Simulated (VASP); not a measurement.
# MgS (P6_3/mmc) in VASP: notebook, part 2 of 2

VASP 6.6.1.

### 3 Single point, PBE (volume changed by -3%)

Input file INCAR:

```
SYSTEM = MgS
PREC = Accurate ; ENCUT = 520
EDIFF = 1E-6 ; ISMEAR = 0
SIGMA = 0.01 ; LREAL = .False.
LASPH = .True. ; NELM = 80
ALGO = Normal ; ISIF = 2
LWAVE = .False. ; LCHARG = .True.
GGA = PE ; LELF = .True.
LVHAR = .True. ; NBANDS = 16
```

Input file KPOINTS:

```
regular mesh
0
Gamma
  6 6 4
  0 0 0
```

Input file POSCAR:

```
MgS
1.0
    3.6286214985      0.0000000000      0.0000000000
   -1.8143107492      3.1424783984      0.0000000000
    0.0000000000      0.0000000000      6.1159972265
Mg S
2 2
Direct
    0.0000000000      0.0000000000      0.0000000000
    0.0000000000      0.0000000000      0.5000000000
    0.3333333333      0.6666666667      0.2500000000
    0.6666666667      0.3333333333      0.7500000000
```

Potentials or basis: VASP PAW PBE potentials, release 64 (Mg, S).

Command:

```bash
cat potpaw_PBE.64/Mg/POTCAR potpaw_PBE.64/S/POTCAR > POTCAR
mpirun -np 1 vasp_std > vasp.out
```

OUTCAR:

```text
SYSTEM = MgS
   PREC = Accurate
   ENCUT = 520
   EDIFF = 1E-6
   ISMEAR = 0
   LREAL = .False.
   LASPH = .True.
   NELM = 80
   ISIF = 2
   GGA = PE

 ion  position               nearest neighbor table
   1  0.000  0.000  0.000-   3 2.59   4 2.59   3 2.59   4 2.59   4 2.59   3 2.59   2 3.06   2 3.06

   2  0.000  0.000  0.500-   3 2.59   4 2.59   3 2.59   4 2.59   4 2.59   3 2.59   1 3.06   1 3.06

   3  0.333  0.667  0.250-   1 2.59   2 2.59   1 2.59   2 2.59   1 2.59   2 2.59
   4  0.667  0.333  0.750-   1 2.59   2 2.59   1 2.59   2 2.59   1 2.59   2 2.59

  LATTYP: Found a hexagonal cell.
 ALAT       =     3.6286214985
 C/A-ratio  =     1.6854877890

  Lattice vectors:

 A1 = (   3.6286214985,   0.0000000000,   0.0000000000)
 A2 = (  -1.8143107492,   3.1424783984,   0.0000000000)
 A3 = (   0.0000000000,   0.0000000000,   6.1159972265)

Analysis of symmetry for initial positions (statically):
=====================================================================
 Subroutine PRICEL returns:
 Original cell was already a primitive cell.

 Routine SETGRP: Setting up the symmetry group for a
 hexagonal supercell.

 Subroutine GETGRP returns: Found 24 space group operations
 (whereof 12 operations were pure point group operations)
 out of a pool of 24 trial point group operations.

The static configuration has the point symmetry D_3d.
 The point group associated with its full space group is D_6h.

Analysis of symmetry for dynamics (positions and initial velocities):
=====================================================================
 Subroutine PRICEL returns:
 Original cell was already a primitive cell.

 Routine SETGRP: Setting up the symmetry group for a
 hexagonal supercell.

 Subroutine GETGRP returns: Found 24 space group operations
 (whereof 12 operations were pure point group operations)
 out of a pool of 24 trial point group operations.

The dynamic configuration has the point symmetry D_3d.
 The point group associated with its full space group is D_6h.

 Subroutine INISYM returns: Found 24 space group operations
 (whereof 12 operations are pure point group operations),
[... 119 lines left out ...]
  Thomas-Fermi vector in A             =   2.134672
   LORBIT       =      0    0 simple, 1 ext, 2 COOP (PROOUT), +10 PAW based schemes
   GGA     = PE    functional components
   LHFCALC =     F    Hartree Fock is set to
   AEXX    =    0.0000 exact exchange contribution
   IVDW    =     0    specifies the selected vdW correction
   LEPSILON=     F    determine dielectric tensor
   LRPA    =     F    only Hartree local field effects (RPA)
 non-spin polarized calculation
 Gauss-broadening in eV      SIGMA  =   0.01
  energy-cutoff  :      520.00
  volume of cell :       69.74
 maximum number of plane-waves:      1886
 NGX is ok and might be reduce to    28
   NGX = 13   NGY = 13   NGZ = 23

 number of electron      16.0000000 magnetization

 Free energy of the ion-electron system (eV)
  ---------------------------------------------------
  ext. energy  EPLUGINS =         0.00000000
  ---------------------------------------------------
  free energy    TOTEN  =       -16.88653902 eV

  energy without entropy =      -16.88653902  energy(sigma->0) =      -16.88653902

 E-fermi :   3.9265     XC(G=0):  -9.7129

 val. band max:        3.8366062856   @ k =   0.0000   0.0000   0.0000
 cond. band min:       7.2674732604   @ k =   0.3333   0.3333   0.0000
 fundamental gap:      3.4308669748
 Fermi energy:         3.9265425056

 k-point     1 :       0.0000    0.0000    0.0000
  band No.  band energies     occupation
      1      -8.9379      2.00000
      2      -7.7001      2.00000
      3      -1.1791      2.00000
      4       3.3395      2.00000
      5       3.3395      2.00000
      6       3.5993      2.00000
[... 376 lines left out ...]
      3       0.1460      2.00000
      4       0.1460      2.00000
      5       0.1668      2.00000
      6       0.1668      2.00000
[... 8 lines left out ...]
     15      13.3343      0.00000
     16      13.3343      0.00000

------------------------ aborting loop because EDIFF is reached ----------------------------------------

  FORCE on cell =-STRESS in cart. coord.  units (eV):
  Direction    XX          YY          ZZ          XY          YZ          ZX
  --------------------------------------------------------------------------------------
  -------------------------------------------------------------------------------------
  Total        0.9063265      0.9063265      0.9405725      0.0000000      0.0000000      0.0000000
  in kB       20.8215950     20.8215950     21.6083511      0.0000000      0.0000000      0.0000000
  external PRESSURE =      21.0838470 kB  Pullay stress =       0.0000000 kB

 VOLUME and BASIS-vectors are now :
 -----------------------------------------------------------------------------
  energy-cutoff  :      520.00
  volume of cell :       69.74
      direct lattice vectors                 reciprocal lattice vectors
     3.628621498  0.000000000  0.000000000     0.275586748  0.159110083  0.000000000
    -1.814310749  3.142478398  0.000000000     0.000000000  0.318220167  0.000000000
     0.000000000  0.000000000  6.115997227     0.000000000  0.000000000  0.163505633

 POSITION                                       TOTAL-FORCE (eV/Angst)
 -----------------------------------------------------------------------------------
      0.00000      0.00000      0.00000         0.000000      0.000000      0.000000
      0.00000      0.00000      3.05800         0.000000      0.000000      0.000000
     -0.00000      2.09499      1.52900        -0.000000     -0.000000     -0.000000
      1.81431      1.04749      4.58700         0.000000      0.000000     -0.000000
 -----------------------------------------------------------------------------------
    total drift:                                0.000000     -0.000000     -0.000000

  FREE ENERGIE OF THE ION-ELECTRON SYSTEM (eV)
  ---------------------------------------------------
  free  energy   TOTEN  =       -16.8865390226 eV

  energy  without entropy=      -16.8865390226  energy(sigma->0) =      -16.88653902
```

Run time: 9.3 s. Hardware: 1 thread of Intel Xeon 6975P-C (Granite Rapids), shared host; peak memory 0.19 GiB.

Results:

```
Free energy            : -16.8865 eV
Pressure               : 2.1 GPa
Band gap on the k mesh : 3.43 eV, indirect (least direct gap 3.65 eV)
```

Stress tensor (GPa, compression positive):
```
2.08 0.00 0.00
0.00 2.08 0.00
0.00 0.00 2.16
```

Caveat: the cell differs from its parent crystal (volume changed by -3%).

### 4 Single point, PBE

This run uses another cell than the first one, of 17.97 Å³/atom, 1.064 times its volume.

Input file INCAR:

```
PREC = Accurate
ENCUT = 520
EDIFF = 1E-6
ISMEAR = 0
SIGMA = 0.01
LREAL = False
LASPH = True
NELM = 100
ALGO = Normal
ISIF = 2
LWAVE = False
LCHARG = True
GGA = PE
LELF = True
LVHAR = True
NBANDS = 16
```

Input file KPOINTS:

```
regular mesh
0
Gamma
  6 6 4
```

Input file POSCAR:

```
MgS
1.0
    3.6656508060      0.0000000000      0.0000000000
   -1.8328254030      3.1745467194      0.0000000000
    0.0000000000      0.0000000000      6.1784096721
Mg S
2 2
Direct
    0.0000000000      0.0000000000      0.0000000000
    0.0000000000      0.0000000000      0.5000000000
    0.3333333333      0.6666666667      0.2500000000
    0.6666666667      0.3333333333      0.7500000000
```

Command:

```bash
cat potpaw_PBE.64/Mg/POTCAR potpaw_PBE.64/S/POTCAR > POTCAR
mpirun -np 1 vasp_std > vasp.out
```

Wall time 9.4 s (1 thread of Intel Xeon 6975P-C (Granite Rapids), shared host); peak memory 0.19 GiB.

It converged, with:

```yaml
Free_energy: -16.8990 eV
Pressure: -0.3 GPa
Band_gap_on_the_k_mesh: 3.38 eV, indirect (least direct gap 3.41 eV)
```

Stress tensor (GPa, compression positive):
```
-0.24  0.00  0.00
 0.00 -0.24  0.00
 0.00  0.00 -0.32
```

Levels at points of the mesh, in eV from the valence-band top:
```tsv
k point	band 6	band 7	band 8	band 9	band 10	band 11
(0.00, 0.00, 0.00)	-0.23	0.00	0.00	3.41	4.61	6.83
(0.50, 0.00, 0.00)	-1.66	-1.55	-0.59	4.07	4.36	4.91
(0.00, 0.00, 0.50)	-0.24	-0.24	-0.24	4.74	4.74	7.56
(0.50, 0.00, 0.50)	-1.48	-1.12	-1.12	3.97	3.97	5.33
```

A k mesh can miss the band edges. A hybrid or GW would open this gap; PBE tends to underestimate it.

### 5 Single point, PBE (volume changed by +3%)

Input file INCAR:

```
SYSTEM = MgS
PREC = Accurate
ENCUT = 520
EDIFF = 1E-6
ISMEAR = 0
SIGMA = 0.01
LREAL = .FALSE.
LASPH = .TRUE.
NELM = 80
ALGO = Normal
ISIF = 2
LWAVE = .FALSE.
LCHARG = .FALSE.
GGA = PE
NBANDS = 16
```

Input file KPOINTS:

```
Automatic mesh
0
G
  6 6 4
  0 0 0
```

Input file POSCAR:

```
MgS
1.0
    3.7019467388      0.0000000000      0.0000000000
   -1.8509733694      3.2059799193      0.0000000000
    0.0000000000      0.0000000000      6.2395860237
Mg S
2 2
Direct
    0.0000000000      0.0000000000      0.0000000000
    0.0000000000      0.0000000000      0.5000000000
    0.3333333333      0.6666666667      0.2500000000
    0.6666666667      0.3333333333      0.7500000000
```

Command:

```bash
cat potpaw_PBE.64/Mg/POTCAR potpaw_PBE.64/S/POTCAR > POTCAR
mpirun -np 1 vasp_std > vasp.out
```

Wall time 10 s (1 thread of Intel Xeon 6975P-C (Granite Rapids), shared host); peak memory 0.19 GiB.

Results (log left out):

```yaml
Free_energy: -16.8820 eV
Pressure: -2.3 GPa
Band_gap_on_the_k_mesh: 3.18 eV, direct
```

Stress tensor (GPa, compression positive):
```
-2.22  0.00  0.00
 0.00 -2.22  0.00
 0.00  0.00 -2.45
```

Levels at points of the mesh, in eV from the valence-band top:
| k point | band 4 | band 5 | band 6 | band 7 | band 8 | band 9 | band 10 | band 11 | band 12 | band 13 |
| --- | --- | --- | --- | --- | --- | --- | --- | --- | --- | --- |
| (0.00, 0.00, 0.00) | -0.44 | -0.44 | -0.22 | 0.00 | 0.00 | 3.18 | 4.55 | 6.86 | 7.75 | 7.75 |
| (0.50, 0.00, 0.00) | -3.40 | -2.69 | -1.59 | -1.49 | -0.56 | 4.10 | 4.27 | 4.85 | 6.89 | 8.00 |
| (0.00, 0.00, 0.50) | -2.87 | -0.22 | -0.22 | -0.22 | -0.22 | 4.60 | 4.60 | 7.53 | 7.53 | 7.53 |
| (0.50, 0.00, 0.50) | -4.29 | -1.42 | -1.42 | -1.08 | -1.08 | 3.90 | 3.90 | 5.36 | 5.36 | 8.81 |

Caveat: the cell differs from its parent crystal (volume changed by +3%). A k mesh can miss the band edges.

### 6 Single point, PBE (volume changed by +6%)

Input file INCAR:

```
PREC     = Accurate       # precision mode
ENCUT    = 520            # plane-wave cutoff, eV
EDIFF    = 1E-6           # SCF threshold, eV
ISMEAR   = 0              # smearing method
SIGMA    = 0.01           # smearing width, eV
LREAL    = False          # projectors in reciprocal space
LASPH    = True           # aspherical terms in the spheres
NELM     = 100            # most SCF steps
ALGO     = Normal         # electronic algorithm
ISIF     = 2              # what is computed and relaxed
LWAVE    = False          # write WAVECAR
LCHARG   = False          # write CHGCAR
GGA      = PE             # functional
NBANDS   = 16             # bands
```

Input file KPOINTS:

```
regular mesh
0
Gamma
  6 6 4
```

Input file POSCAR:

```
MgS
1.0
    3.7375445643      0.0000000000      0.0000000000
   -1.8687722822      3.2368085405      0.0000000000
    0.0000000000      0.0000000000      6.2995857239
Mg S
2 2
Direct
    0.0000000000      0.0000000000      0.0000000000
    0.0000000000      0.0000000000      0.5000000000
    0.3333333333      0.6666666667      0.2500000000
    0.6666666667      0.3333333333      0.7500000000
```

Potentials or basis: VASP PAW PBE potentials, release 64 (Mg, S).

Command:

```bash
cat potpaw_PBE.64/Mg/POTCAR potpaw_PBE.64/S/POTCAR > POTCAR
mpirun -np 1 vasp_std > vasp.out
```

It took 9.9 s on 1 thread of Intel Xeon 6975P-C (Granite Rapids), shared host; peak memory 0.18 GiB.

Results (log left out):

* Free energy: -16.8395 eV
* Pressure: -4.0 GPa
* Band gap on the k mesh: 2.97 eV, direct

Stress tensor (GPa, compression positive):
```
-3.92  0.00  0.00
 0.00 -3.92  0.00
 0.00  0.00 -4.28
```

Levels at points of the mesh, in eV from the valence-band top:
| k point | band 6 | band 7 | band 8 | band 9 | band 10 | band 11 |
| --- | --- | --- | --- | --- | --- | --- |
| (0.00, 0.00, 0.00) | -0.22 | 0.00 | 0.00 | 2.97 | 4.49 | 6.88 |
| (0.50, 0.00, 0.00) | -1.53 | -1.43 | -0.53 | 4.12 | 4.19 | 4.79 |
| (0.00, 0.00, 0.50) | -0.21 | -0.21 | -0.21 | 4.47 | 4.47 | 7.51 |
| (0.50, 0.00, 0.50) | -1.37 | -1.03 | -1.03 | 3.84 | 3.84 | 5.40 |

Caveat: the cell differs from its parent crystal (volume changed by +6%). A k mesh can miss the band edges.

### 7 Summary

```csv
cell,gap on the mesh (eV),pressure (GPa)
"a = 3.591, b = 3.591, c = 6.052 Å, angles 90.0, 90.0, 120.0°, 4 atoms",3.48,4.9
"a = 3.629, b = 3.629, c = 6.116 Å, angles 90.0, 90.0, 120.0°, 4 atoms",3.43,2.1
"a = 3.666, b = 3.666, c = 6.178 Å, angles 90.0, 90.0, 120.0°, 4 atoms",3.38,-0.3
"a = 3.702, b = 3.702, c = 6.240 Å, angles 90.0, 90.0, 120.0°, 4 atoms",3.18,-2.3
"a = 3.738, b = 3.738, c = 6.300 Å, angles 90.0, 90.0, 120.0°, 4 atoms",2.97,-4.0
```

Alike in all rows: task single point; level PBE; potentials or basis VASP PAW PBE potentials, release 64 (Mg, S); no spin polarisation; k mesh 6 × 6 × 4; cutoff (eV) 520; smearing gaussian 0.01 eV.

Total energies depend on the potentials used, so only differences within one code and one set of settings carry meaning.
